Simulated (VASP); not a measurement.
# AlN (P6_3mc) in VASP: notebook

AlN is run at these levels: PBE, r2SCAN; tasks: single point.

All numbers are computed with VASP 6.6.1; they aren't measurements. Logs are shortened: lines on timing, memory, paths and dates and some standing lists are left out, and cuts for length are marked.

## Step 1: The cell of the first run

Symmetry: P6_3mc, No. 186, hexagonal system. The conventional cell has a = 3.107 Å, b = 3.107 Å, c = 4.979 Å, α = 90.00°, β = 90.00°, γ = 120.00°. Within 2.5 Å of Al (site symmetry 3m) lie 4 N at 1.89 to 1.90 Å. Within 2.5 Å of N (site symmetry 3m) lie 4 Al at 1.89 to 1.90 Å.

## Step 2: Single point, PBE

Input file INCAR:

```
PREC     = Accurate       # precision mode
ENCUT    = 520            # plane-wave cutoff, eV
EDIFF    = 1E-7           # SCF threshold, eV
ISMEAR   = 0              # smearing method
SIGMA    = 0.01           # smearing width, eV
LREAL    = False          # projectors in reciprocal space
LASPH    = True           # aspherical terms in the spheres
NELM     = 80             # most SCF steps
ALGO     = Normal         # electronic algorithm
ISIF     = 2              # what is computed and relaxed
LWAVE    = False          # write WAVECAR
LCHARG   = True           # write CHGCAR
GGA      = PE             # functional
LELF     = True           # ELF
LVHAR    = True         
NBANDS   = 16             # bands
```

Input file KPOINTS:

```
regular mesh
0
Gamma
  6 6 4
```

Input file POSCAR:

```
AlN
1.0
    3.1066939248      0.0000000000      0.0000000000
   -1.5533469624      2.6904758607      0.0000000000
    0.0000000000      0.0000000000      4.9785898183
Al N
2 2
Direct
    0.6666666667      0.3333333333      0.4992046638
    0.3333333333      0.6666666667      0.9992046638
    0.6666666667      0.3333333333      0.8807953362
    0.3333333333      0.6666666667      0.3807953362
```

Potentials or basis: VASP PAW PBE potentials, release 64 (Al, N).

The run is started by

```console
> cat potpaw_PBE.64/Al/POTCAR potpaw_PBE.64/N/POTCAR > POTCAR
> mpirun -np 1 vasp_std > vasp.out
```

OUTCAR:

```text
PREC = Accurate
   ENCUT = 520
   EDIFF = 1E-7
   ISMEAR = 0
   LREAL = False
   LASPH = True
   NELM = 80
   ISIF = 2
   GGA = PE

 ion  position               nearest neighbor table
   1  0.667  0.333  0.499-   4 1.89   4 1.89   4 1.89   3 1.90   2 3.07   2 3.07   2 3.07   2 3.07
                             2 3.07   2 3.07
   2  0.333  0.667  0.999-   3 1.89   3 1.89   3 1.89   4 1.90   1 3.07   1 3.07   1 3.07   1 3.07
                             1 3.07   1 3.07
   3  0.667  0.333  0.881-   2 1.89   2 1.89   2 1.89   1 1.90
   4  0.333  0.667  0.381-   1 1.89   1 1.89   1 1.89   2 1.90

  LATTYP: Found a hexagonal cell.
 ALAT       =     3.1066939248
 C/A-ratio  =     1.6025363099

  Lattice vectors:

 A1 = (   3.1066939248,   0.0000000000,   0.0000000000)
 A2 = (  -1.5533469624,   2.6904758607,   0.0000000000)
 A3 = (   0.0000000000,   0.0000000000,   4.9785898183)

Analysis of symmetry for initial positions (statically):
=====================================================================
 Subroutine PRICEL returns:
 Original cell was already a primitive cell.

 Routine SETGRP: Setting up the symmetry group for a
 hexagonal supercell.

 Subroutine GETGRP returns: Found 12 space group operations
 (whereof  6 operations were pure point group operations)
 out of a pool of 24 trial point group operations.

The static configuration has the point symmetry C_3v.
 The point group associated with its full space group is C_6v.

Analysis of symmetry for dynamics (positions and initial velocities):
=====================================================================
 Subroutine PRICEL returns:
 Original cell was already a primitive cell.

 Routine SETGRP: Setting up the symmetry group for a
 hexagonal supercell.

 Subroutine GETGRP returns: Found 12 space group operations
 (whereof  6 operations were pure point group operations)
 out of a pool of 24 trial point group operations.

The dynamic configuration has the point symmetry C_3v.
 The point group associated with its full space group is C_6v.

 Subroutine INISYM returns: Found 12 space group operations
 (whereof  6 operations are pure point group operations),
 and found     1 'primitive' translations

----------------------------------------------------------------------------------------

                                     Primitive cell

  volume of cell :      41.6135

  direct lattice vectors                    reciprocal lattice vectors
     3.106693925  0.000000000  0.000000000     0.321885588  0.185840731  0.000000000
    -1.553346962  2.690475861  0.000000000     0.000000000  0.371681461  0.000000000
     0.000000000  0.000000000  4.978589818     0.000000000  0.000000000  0.200860090

  length of vectors
     3.106693925  3.106693925  4.978589818     0.371681461  0.371681461  0.200860090

  position of ions in fractional coordinates (direct lattice)
     0.666666667  0.333333333  0.499204664
     0.333333333  0.666666667  0.999204664
     0.666666667  0.333333333  0.880795336
     0.333333333  0.666666667  0.380795336

  ion indices of the primitive-cell ions
   primitive index   ion index
                 1           1
                 2           2
                 3           3
                 4           4

----------------------------------------------------------------------------------------

 KPOINTS: regular mesh

Automatic generation of k-mesh.
 Grid dimensions read from file:
 generate k-points for:    6    6    4

 Generating k-lattice:

  Cartesian coordinates                     Fractional coordinates (reciprocal lattice)
     0.053647598  0.030973455  0.000000000     0.166666667  0.000000000  0.000000000
     0.000000000  0.061946910  0.000000000     0.000000000  0.166666667  0.000000000
     0.000000000  0.000000000  0.050215023     0.000000000  0.000000000  0.250000000

  Length of vectors
     0.061946910  0.061946910  0.050215023

  Shift w.r.t. Gamma in fractional coordinates (k-lattice)
     0.000000000  0.000000000  0.000000000

 Subroutine IBZKPT returns following result:
 ===========================================

 Found     21 irreducible k-points:

 Following reciprocal coordinates:
            Coordinates               Weight
  0.000000  0.000000  0.000000      1.000000
  0.166667  0.000000  0.000000      6.000000
  0.333333 -0.000000  0.000000      6.000000
  0.500000  0.000000  0.000000      3.000000
  0.166667  0.166667  0.000000      6.000000
  0.333333  0.166667  0.000000     12.000000
[... 13 lines left out ...]
  0.333333  0.166667  0.500000     12.000000
  0.333333  0.333333  0.500000      2.000000
   k-points           NKPTS =     21   k-points in BZ     NKDIM =     21   number of bands    NBANDS=     16
   number of dos      NEDOS =    301   number of ions     NIONS =      4
   total plane-waves  NPLWV =  23040
   dimension x,y,z NGX =    24 NGY =   24 NGZ =   40
   dimension x,y,z NGXF=    48 NGYF=   48 NGZF=   80
   ions per type =               2   2
   NGX,Y,Z   is equivalent  to a cutoff of  12.84, 12.84, 13.36 a.u.
   NGXF,Y,Z  is equivalent  to a cutoff of  25.69, 25.69, 26.71 a.u.
 SYSTEM =  unknown system
   PREC   = accura    normal or accurate (medium, high low for compatibility)
   ISTART =      0    job   : 0-new  1-cont  2-samecut
   ICHARG =      2    charge: 1-file 2-atom 10-const
   ISPIN  =      1    spin polarized calculation?
   LNONCOLLINEAR =      F non collinear calculations
   LSORBIT =      F    spin-orbit coupling
   LASPH  =      T    aspherical Exc in radial PAW
   ENCUT  =  520.0 eV  38.22 Ry    6.18 a.u.   5.78  5.78  9.26*2*pi/ulx,y,z
   NELM   =     80;   NELMIN=  2; NELMDL= -5     # of ELM steps
   EDIFF  = 0.1E-06   stopping-criterion for ELM
   LREAL  =      F    real-space projection
   EDIFFG = 0.1E-05   stopping-criterion for IOM
   NSW    =      0    number of steps for IOM
   IBRION =     -1    ionic relax: 0-MD 1-quasi-New 2-CG
   NFREE  =      0    steps in history (QN), initial steepest desc. (CG)
   ISIF   =      2    stress and relaxation
   ISYM   =      2    0-nonsym 1-usesym 2-fastsym
   POTIM  = 0.5000    time-step for ionic-motion
   TEBEG  =    0.0;   TEEND  =   0.0 temperature during run
   PSTRESS=    0.0 pullay stress
   NELECT =      16.0000    total number of electrons
   NUPDOWN=      -1.0000    fix difference up-down
   EMIN   =  10.00;   EMAX   =-10.00  energy-range for DOS
   EFERMI =   0.00;   METHOD = LEGACY
   ISMEAR =     0;   SIGMA  =   0.01  broadening in eV -4-tet -1-fermi 0-gaus
   EFERMI_NEDOS =   21; number of points for ismear=-14 and -15
   IALGO  =     38    algorithm
   IMIX   =      4    mixing-type and parameters
     AMIX     =   0.40;   BMIX     =  1.00
     AMIX_MAG =   1.60;   BMIX_MAG =  1.00
  volume/ion in A,a.u.               =      10.40        70.21
  Fermi-wavevector in a.u.,A,eV,Ry     =   1.190429  2.249585 19.281106  1.417121
  Thomas-Fermi vector in A             =   2.326514
   LORBIT       =      0    0 simple, 1 ext, 2 COOP (PROOUT), +10 PAW based schemes
   GGA     = PE    functional components
   LHFCALC =     F    Hartree Fock is set to
   AEXX    =    0.0000 exact exchange contribution
   IVDW    =     0    specifies the selected vdW correction
   LEPSILON=     F    determine dielectric tensor
   LRPA    =     F    only Hartree local field effects (RPA)
 non-spin polarized calculation
 Gauss-broadening in eV      SIGMA  =   0.01
  energy-cutoff  :      520.00
  volume of cell :       41.61
 maximum number of plane-waves:      1152
 NGX is ok and might be reduce to    24
   NGX = 11   NGY = 11   NGZ = 19

 number of electron      15.9999996 magnetization

 Free energy of the ion-electron system (eV)
  ---------------------------------------------------
  ext. energy  EPLUGINS =         0.00000000
  ---------------------------------------------------
  free energy    TOTEN  =       -29.76652486 eV

  energy without entropy =      -29.76652486  energy(sigma->0) =      -29.76652486

 E-fermi :   6.2459     XC(G=0): -10.9265

 val. band max:        6.1866227239   @ k =   0.0000   0.0000   0.0000
 cond. band min:      10.4297534908   @ k =   0.0000   0.0000   0.0000
 fundamental gap:      4.2431307669
 Fermi energy:         6.2459320339

 k-point     1 :       0.0000    0.0000    0.0000
  band No.  band energies     occupation
      1      -9.0203      2.00000
      2      -6.8655      2.00000
      3       0.1771      2.00000
      4       5.3274      2.00000
      5       5.3274      2.00000
      6       5.9763      2.00000
[... 8 lines left out ...]
     15      19.3683      0.00000
     16      19.3683      0.00000

 k-point     2 :       0.1667    0.0000    0.0000
  band No.  band energies     occupation
      1      -8.6719      2.00000
      2      -6.6763      2.00000
      3       0.5946      2.00000
      4       3.9060      2.00000
      5       4.6884      2.00000
      6       4.9349      2.00000
[... 8 lines left out ...]
     15      18.5796      0.00000
     16      19.0133      0.00000

 k-point     3 :       0.3333   -0.0000    0.0000
  band No.  band energies     occupation
      1      -7.7720      2.00000
      2      -6.3405      2.00000
      3       1.6747      2.00000
      4       1.7512      2.00000
      5       2.8591      2.00000
      6       4.3443      2.00000
[... 8 lines left out ...]
     15      18.3148      0.00000
     16      20.6297      0.00000

 k-point     4 :       0.5000    0.0000    0.0000
  band No.  band energies     occupation
      1      -7.0433      2.00000
      2      -6.3459      2.00000
      3       0.7256      2.00000
      4       2.0124      2.00000
      5       2.8372      2.00000
      6       4.0982      2.00000
[... 8 lines left out ...]
     15      19.0374      0.00000
     16      21.3680      0.00000

 k-point     5 :       0.1667    0.1667    0.0000
  band No.  band energies     occupation
      1      -8.0413      2.00000
      2      -6.4067      2.00000
      3       1.3821      2.00000
      4       2.8021      2.00000
      5       2.8030      2.00000
      6       4.4894      2.00000
[... 8 lines left out ...]
     15      18.7871      0.00000
     16      20.2591      0.00000

 k-point     6 :       0.3333    0.1667    0.0000
  band No.  band energies     occupation
      1      -7.1177      2.00000
      2      -6.2826      2.00000
      3       1.2193      2.00000
      4       2.2543      2.00000
      5       2.6925      2.00000
      6       3.3976      2.00000
[... 8 lines left out ...]
     15      18.6921      0.00000
     16      20.9566      0.00000
[... 210 lines left out ...]
 k-point    18 :       0.5000    0.0000    0.5000
  band No.  band energies     occupation
      1      -6.6686      2.00000
      2      -6.6686      2.00000
      3       0.5751      2.00000
      4       0.5751      2.00000
      5       4.7217      2.00000
      6       4.7217      2.00000
[... 8 lines left out ...]
     15      19.4843      0.00000
     16      19.4843      0.00000

 k-point    19 :       0.1667    0.1667    0.5000
  band No.  band energies     occupation
      1      -7.3162      2.00000
      2      -7.3162      2.00000
      3       1.9700      2.00000
      4       1.9700      2.00000
      5       4.3516      2.00000
      6       4.3516      2.00000
[... 8 lines left out ...]
     15      19.1672      0.00000
     16      19.1672      0.00000

 k-point    20 :       0.3333    0.1667    0.5000
  band No.  band energies     occupation
      1      -6.6889      2.00000
      2      -6.6889      2.00000
      3       1.0225      2.00000
      4       1.0225      2.00000
      5       3.5562      2.00000
      6       3.5562      2.00000
[... 8 lines left out ...]
     15      19.6832      0.00000
     16      19.6832      0.00000

 k-point    21 :       0.3333    0.3333    0.5000
  band No.  band energies     occupation
      1      -6.4621      2.00000
      2      -6.4621      2.00000
      3       1.3452      2.00000
      4       1.3452      2.00000
      5       2.3150      2.00000
      6       2.3150      2.00000
[... 8 lines left out ...]
     15      20.0379      0.00000
     16      20.0379      0.00000

------------------------ aborting loop because EDIFF is reached ----------------------------------------

  FORCE on cell =-STRESS in cart. coord.  units (eV):
  Direction    XX          YY          ZZ          XY          YZ          ZX
  --------------------------------------------------------------------------------------
  -------------------------------------------------------------------------------------
  Total        1.1537734      1.1537734      1.1082779      0.0000000     -0.0000000      0.0000000
  in kB       44.4219069     44.4219069     42.6702644      0.0000000     -0.0000000      0.0000000
  external PRESSURE =      43.8380261 kB  Pullay stress =       0.0000000 kB

 VOLUME and BASIS-vectors are now :
 -----------------------------------------------------------------------------
  energy-cutoff  :      520.00
  volume of cell :       41.61
      direct lattice vectors                 reciprocal lattice vectors
     3.106693925  0.000000000  0.000000000     0.321885588  0.185840731  0.000000000
    -1.553346962  2.690475861  0.000000000     0.000000000  0.371681461  0.000000000
     0.000000000  0.000000000  4.978589818     0.000000000  0.000000000  0.200860090

 POSITION                                       TOTAL-FORCE (eV/Angst)
 -----------------------------------------------------------------------------------
      1.55335      0.89683      2.48534         0.000000     -0.000000     -0.010223
     -0.00000      1.79365      4.97463        -0.000000      0.000000     -0.010223
      1.55335      0.89683      4.38512         0.000000      0.000000      0.010223
     -0.00000      1.79365      1.89582        -0.000000     -0.000000      0.010223
 -----------------------------------------------------------------------------------
    total drift:                               -0.000000      0.000000     -0.000954

  FREE ENERGIE OF THE ION-ELECTRON SYSTEM (eV)
  ---------------------------------------------------
  free  energy   TOTEN  =       -29.7665248609 eV

  energy  without entropy=      -29.7665248609  energy(sigma->0) =      -29.76652486
```

Wall time 9.9 s (1 thread of Intel Xeon 6975P-C (Granite Rapids), shared host); peak memory 0.15 GiB.

Results:

| Quantity | Value |
| --- | --- |
| Free energy | -29.7665 eV |
| Pressure | 4.4 GPa |
| Largest force | 0.010 eV/Å |
| Band gap on the k mesh | 4.24 eV, direct |

Forces in eV/Å, atoms in the order of the input:
```
Al   0.000  0.000 -0.010
Al   0.000  0.000 -0.010
N    0.000  0.000  0.010
N    0.000  0.000  0.010
```

Stress tensor (GPa, compression positive):
```
4.44 0.00 0.00
0.00 4.44 0.00
0.00 0.00 4.27
```

Levels at points of the mesh, in eV from the valence-band top:
| k point | band 4 | band 5 | band 6 | band 7 | band 8 | band 9 | band 10 | band 11 | band 12 | band 13 |
| --- | --- | --- | --- | --- | --- | --- | --- | --- | --- | --- |
| (0.00, 0.00, 0.00) | -0.86 | -0.86 | -0.21 | -0.21 | 0.00 | 4.24 | 6.70 | 10.64 | 11.19 | 11.19 |
| (0.50, 0.00, 0.00) | -4.17 | -3.35 | -2.09 | -1.78 | -0.69 | 5.81 | 5.83 | 8.22 | 10.31 | 10.94 |
| (0.00, 0.00, 0.50) | -3.34 | -0.54 | -0.54 | -0.54 | -0.54 | 6.50 | 6.50 | 10.35 | 10.35 | 11.51 |
| (0.50, 0.00, 0.50) | -5.61 | -1.46 | -1.46 | -1.37 | -1.37 | 5.32 | 5.32 | 9.28 | 9.28 | 11.86 |

A hybrid or GW would open this gap; PBE tends to underestimate it.

[end of part 1 of 2]
